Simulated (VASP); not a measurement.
# Co (P6_3/mmc) in VASP: a series of runs

Co is run at these levels: PBEsol; tasks: single point.

Program: VASP 6.6.1. These are calculated values, not measurements. Logs are shortened: lines on timing, memory, paths and dates and some standing lists are left out, and cuts for length are marked.

## Step 1: The cell of the first run

It takes space group P6_3/mmc (No. 194, hexagonal). The conventional cell has a = 2.504 Å, b = 2.504 Å, c = 4.049 Å, α = 90.00°, β = 90.00°, γ = 120.00°. Co (site symmetry -6m2) has 12 Co at 2.49 to 2.50 Å within 3.3 Å.

## Step 2: Single point, PBEsol, collinear spin, ferromagnetic start (volume scaled by 1.06, then relaxed in part)

The input, INCAR:

```
PREC     = Accurate       # precision mode
ENCUT    = 520            # plane-wave cutoff, eV
EDIFF    = 1E-7           # SCF threshold, eV
ISMEAR   = 0              # smearing method
SIGMA    = 0.1            # smearing width, eV
LREAL    = F              # projectors in reciprocal space
LASPH    = T              # aspherical terms in the spheres
NELM     = 150            # most SCF steps
ALGO     = Normal         # electronic algorithm
ISIF     = 2              # what is computed and relaxed
LWAVE    = F              # write WAVECAR
LCHARG   = T              # write CHGCAR
ISPIN    = 2              # spin polarisation
MAGMOM   = 1.8 1.8        # initial moments
LORBIT   = 11             # projections on sites
LMAXMIX  = 4              # l up to which the mixer works
GGA      = PS             # functional
LELF     = T              # ELF
LVHAR    = T            
NBANDS   = 20             # bands
```

The input, KPOINTS:

```
Automatic mesh
0
Gamma
  18 18 10
```

The input, POSCAR:

```
Co
1.0
    2.5040330786      0.0000000000      0.0000000000
   -1.2520165393      2.1685562580      0.0000000000
    0.0000000000      0.0000000000      4.0491442045
Co
2
Direct
    0.6666666667      0.3333333333      0.2500000000
    0.3333333333      0.6666666667      0.7500000000
```

Potentials or basis: VASP PAW PBE potentials, release 64 (Co).

Command:

```console
$ cat potpaw_PBE.64/Co/POTCAR > POTCAR
$ mpirun -np 1 vasp_std > vasp.out
```

OUTCAR:

```text
PREC = Accurate
   ENCUT = 520
   EDIFF = 1E-7
   ISMEAR = 0
   LREAL = F
   LASPH = T
   NELM = 150
   ISIF = 2
   ISPIN = 2
   LORBIT = 11
   GGA = PS

 ion  position               nearest neighbor table
   1  0.667  0.333  0.250-   2 2.49   2 2.49   2 2.49   2 2.49   2 2.49   2 2.49
   2  0.333  0.667  0.750-   1 2.49   1 2.49   1 2.49   1 2.49   1 2.49   1 2.49

  LATTYP: Found a hexagonal cell.
 ALAT       =     2.5040330786
 C/A-ratio  =     1.6170490075

  Lattice vectors:

 A1 = (   2.5040330786,   0.0000000000,   0.0000000000)
 A2 = (  -1.2520165393,   2.1685562580,   0.0000000000)
 A3 = (   0.0000000000,   0.0000000000,   4.0491442045)

Analysis of symmetry for initial positions (statically):
=====================================================================
 Subroutine PRICEL returns:
 Original cell was already a primitive cell.

 Routine SETGRP: Setting up the symmetry group for a
 hexagonal supercell.

 Subroutine GETGRP returns: Found 24 space group operations
 (whereof 12 operations were pure point group operations)
 out of a pool of 24 trial point group operations.

The static configuration has the point symmetry D_3d.
 The point group associated with its full space group is D_6h.

Analysis of symmetry for dynamics (positions and initial velocities):
=====================================================================
 Subroutine PRICEL returns:
 Original cell was already a primitive cell.

 Routine SETGRP: Setting up the symmetry group for a
 hexagonal supercell.

 Subroutine GETGRP returns: Found 24 space group operations
 (whereof 12 operations were pure point group operations)
 out of a pool of 24 trial point group operations.

The dynamic configuration has the point symmetry D_3d.
 The point group associated with its full space group is D_6h.

Analysis of structural, dynamic, and magnetic symmetry:
=====================================================================
 Subroutine PRICEL returns:
 Original cell was already a primitive cell.

 Routine SETGRP: Setting up the symmetry group for a
 hexagonal supercell.

 Subroutine GETGRP returns: Found 24 space group operations
 (whereof 12 operations were pure point group operations)
 out of a pool of 24 trial point group operations.

The overall configuration has the point symmetry D_3d.
 The point group associated with its full space group is D_6h.

 Subroutine INISYM returns: Found 24 space group operations
 (whereof 12 operations are pure point group operations),
 and found     1 'primitive' translations

----------------------------------------------------------------------------------------

                                     Primitive cell

  volume of cell :      21.9874

  direct lattice vectors                    reciprocal lattice vectors
     2.504033079  0.000000000  0.000000000     0.399355747  0.230568148  0.000000000
    -1.252016539  2.168556258  0.000000000     0.000000000  0.461136296  0.000000000
     0.000000000  0.000000000  4.049144205     0.000000000  0.000000000  0.246965766

  length of vectors
     2.504033079  2.504033079  4.049144205     0.461136296  0.461136296  0.246965766

  position of ions in fractional coordinates (direct lattice)
     0.666666667  0.333333333  0.250000000
     0.333333333  0.666666667  0.750000000

  ion indices of the primitive-cell ions
   primitive index   ion index
                 1           1
                 2           2

----------------------------------------------------------------------------------------

 KPOINTS: Automatic mesh

Automatic generation of k-mesh.
 Grid dimensions read from file:
 generate k-points for:   18   18   10

 Generating k-lattice:

  Cartesian coordinates                     Fractional coordinates (reciprocal lattice)
     0.022186430  0.012809342  0.000000000     0.055555556  0.000000000  0.000000000
     0.000000000  0.025618683  0.000000000     0.000000000  0.055555556  0.000000000
     0.000000000  0.000000000  0.024696577     0.000000000  0.000000000  0.100000000

  Length of vectors
     0.025618683  0.025618683  0.024696577

  Shift w.r.t. Gamma in fractional coordinates (k-lattice)
     0.000000000  0.000000000  0.000000000

 Subroutine IBZKPT returns following result:
 ===========================================

 Found    222 irreducible k-points:

 Following reciprocal coordinates:
            Coordinates               Weight
  0.000000  0.000000  0.000000      1.000000
  0.055556 -0.000000  0.000000      6.000000
  0.111111 -0.000000  0.000000      6.000000
  0.166667  0.000000  0.000000      6.000000
  0.222222  0.000000  0.000000      6.000000
  0.277778  0.000000  0.000000      6.000000
[... 16 lines left out ...]
  0.333333  0.111111  0.000000     12.000000
  0.388889  0.111111  0.000000     12.000000
 [... further k-points ...]
   k-points           NKPTS =    222   k-points in BZ     NKDIM =    222   number of bands    NBANDS=     20
   number of dos      NEDOS =    301   number of ions     NIONS =      2
   total plane-waves  NPLWV =  12000
   dimension x,y,z NGX =    20 NGY =   20 NGZ =   30
   dimension x,y,z NGXF=    40 NGYF=   40 NGZF=   60
   ions per type =               2
   NGX,Y,Z   is equivalent  to a cutoff of  13.28, 13.28, 12.32 a.u.
   NGXF,Y,Z  is equivalent  to a cutoff of  26.56, 26.56, 24.63 a.u.
 SYSTEM =  unknown system
   PREC   = accura    normal or accurate (medium, high low for compatibility)
   ISTART =      0    job   : 0-new  1-cont  2-samecut
   ICHARG =      2    charge: 1-file 2-atom 10-const
   ISPIN  =      2    spin polarized calculation?
   LNONCOLLINEAR =      F non collinear calculations
   LSORBIT =      F    spin-orbit coupling
   LASPH  =      T    aspherical Exc in radial PAW
   ENCUT  =  520.0 eV  38.22 Ry    6.18 a.u.   4.66  4.66  7.53*2*pi/ulx,y,z
   NELM   =    150;   NELMIN=  2; NELMDL= -5     # of ELM steps
   EDIFF  = 0.1E-06   stopping-criterion for ELM
   LREAL  =      F    real-space projection
   EDIFFG = 0.1E-05   stopping-criterion for IOM
   NSW    =      0    number of steps for IOM
   IBRION =     -1    ionic relax: 0-MD 1-quasi-New 2-CG
   NFREE  =      0    steps in history (QN), initial steepest desc. (CG)
   ISIF   =      2    stress and relaxation
   ISYM   =      2    0-nonsym 1-usesym 2-fastsym
   POTIM  = 0.5000    time-step for ionic-motion
   TEBEG  =    0.0;   TEEND  =   0.0 temperature during run
   PSTRESS=    0.0 pullay stress
   NELECT =      18.0000    total number of electrons
   NUPDOWN=      -1.0000    fix difference up-down
   EMIN   =  10.00;   EMAX   =-10.00  energy-range for DOS
   EFERMI =   0.00;   METHOD = LEGACY
   ISMEAR =     0;   SIGMA  =   0.10  broadening in eV -4-tet -1-fermi 0-gaus
   EFERMI_NEDOS =   21; number of points for ismear=-14 and -15
   IALGO  =     38    algorithm
   IMIX   =      4    mixing-type and parameters
     AMIX     =   0.40;   BMIX     =  1.00
     AMIX_MAG =   1.60;   BMIX_MAG =  1.00
  volume/ion in A,a.u.               =      10.99        74.19
  Fermi-wavevector in a.u.,A,eV,Ry     =   1.531467  2.894053 31.910988  2.345391
  Thomas-Fermi vector in A             =   2.638808
   LORBIT       =     11    0 simple, 1 ext, 2 COOP (PROOUT), +10 PAW based schemes
   GGA     = PS    functional components
   LHFCALC =     F    Hartree Fock is set to
   AEXX    =    0.0000 exact exchange contribution
   IVDW    =     0    specifies the selected vdW correction
   LEPSILON=     F    determine dielectric tensor
   LRPA    =     F    only Hartree local field effects (RPA)
 spin polarized calculation
 Gauss-broadening in eV      SIGMA  =   0.10
  energy-cutoff  :      520.00
  volume of cell :       21.99
 maximum number of plane-waves:       608
 NGX is ok and might be reduce to    20
   NGX =  9   NGY =  9   NGZ = 15

 number of electron      17.9999999 magnetization       3.1969400

 Free energy of the ion-electron system (eV)
  ---------------------------------------------------
  ext. energy  EPLUGINS =         0.00000000
  ---------------------------------------------------
  free energy    TOTEN  =       -15.42096907 eV

  energy without entropy =      -15.41242677  energy(sigma->0) =      -15.41669792

 E-fermi :   9.8869     XC(G=0): -13.5005

 val. band max:        9.8837092717   @ k =   0.2222   0.1111   0.0000
 cond. band min:       9.8882300415   @ k =   0.1111  -0.0000   0.2000
 fundamental gap:      0.0045207698
 Fermi energy:         9.8869209375

 spin component 1

 k-point     1 :       0.0000    0.0000    0.0000
  band No.  band energies     occupation
      1       0.9957      1.00000
      2       4.8071      1.00000
      3       7.3152      1.00000
      4       7.3367      1.00000
      5       7.3367      1.00000
      6       7.6436      1.00000
[... 12 lines left out ...]
     19      35.4901      0.00000
     20      35.4901      0.00000
[... 507 lines left out ...]
 k-point    24 :       0.3889    0.1111    0.0000
  band No.  band energies     occupation
      1       5.2619      1.00000
      2       5.4496      1.00000
      3       5.5766      1.00000
      4       6.9832      1.00000
      5       7.1209      1.00000
      6       7.4032      1.00000
[... 12 lines left out ...]
     19      32.1242      0.00000
     20      34.4543      0.00000

 [... further k-points ...]

 spin component 2

 k-point     1 :       0.0000    0.0000    0.0000
  band No.  band energies     occupation
      1       1.0427      1.00000
      2       5.7524      1.00000
      3       8.9213      1.00000
      4       8.9455      1.00000
      5       8.9455      1.00000
      6       9.3044      1.00000
[... 12 lines left out ...]
     19      35.8186      0.00000
     20      35.8186      0.00000
[... 507 lines left out ...]
 k-point    24 :       0.3889    0.1111    0.0000
  band No.  band energies     occupation
      1       6.0280      1.00000
      2       6.6583      1.00000
      3       6.8044      1.00000
      4       7.8199      1.00000
      5       8.6944      1.00000
      6       8.8975      1.00000
[... 12 lines left out ...]
     19      32.4593      0.00000
     20      34.8396      0.00000

 [... further k-points ...]
[... 5 lines left out ...]
  --------------------------------------------------------------------------------------
  -------------------------------------------------------------------------------------
  Total       -1.8153128     -1.8153128     -1.8093175     -0.0000000     -0.0000000     -0.0000000
  in kB     -132.2781311   -132.2781311   -131.8412667     -0.0000000     -0.0000000     -0.0000000
  external PRESSURE =    -132.1325097 kB  Pullay stress =       0.0000000 kB

 VOLUME and BASIS-vectors are now :
 -----------------------------------------------------------------------------
  energy-cutoff  :      520.00
  volume of cell :       21.99
      direct lattice vectors                 reciprocal lattice vectors
     2.504033079  0.000000000  0.000000000     0.399355747  0.230568148  0.000000000
    -1.252016539  2.168556258  0.000000000     0.000000000  0.461136296  0.000000000
     0.000000000  0.000000000  4.049144205     0.000000000  0.000000000  0.246965766

 POSITION                                       TOTAL-FORCE (eV/Angst)
 -----------------------------------------------------------------------------------
      1.25202      0.72285      1.01229         0.000000     -0.000000      0.000000
     -0.00000      1.44570      3.03686        -0.000000      0.000000      0.000000
 -----------------------------------------------------------------------------------
    total drift:                               -0.000000      0.000000     -0.000000

  FREE ENERGIE OF THE ION-ELECTRON SYSTEM (eV)
  ---------------------------------------------------
  free  energy   TOTEN  =       -15.4209690681 eV

  energy  without entropy=      -15.4124267674  energy(sigma->0) =      -15.41669792

 total charge

# of ion       s       p       d       tot
------------------------------------------
    1        0.483   0.513   7.250   8.245
    2        0.483   0.513   7.250   8.245
--------------------------------------------------
tot          0.966   1.025  14.500  16.491

 magnetization (x)

# of ion       s       p       d       tot
------------------------------------------
    1       -0.015  -0.053   1.685   1.617
    2       -0.015  -0.053   1.685   1.617
--------------------------------------------------
tot         -0.030  -0.105   3.370   3.235
```

Wall time 81 s (1 thread of Intel Xeon 6975P-C (Granite Rapids), shared host); peak memory 0.24 GiB.

What came out:

```yaml
Free_energy: -15.4210 eV
Pressure: -13.2 GPa
Net_moment: 3.20 μB per cell
Site_moments: Co +1.62 μB
Valence_electrons_inside_the_program's_atomic_spheres: Co 8.24
```

Caveat: the PAW data sets were made with another functional, which shifts forces and pressure a little.

[end of part 1 of 2]
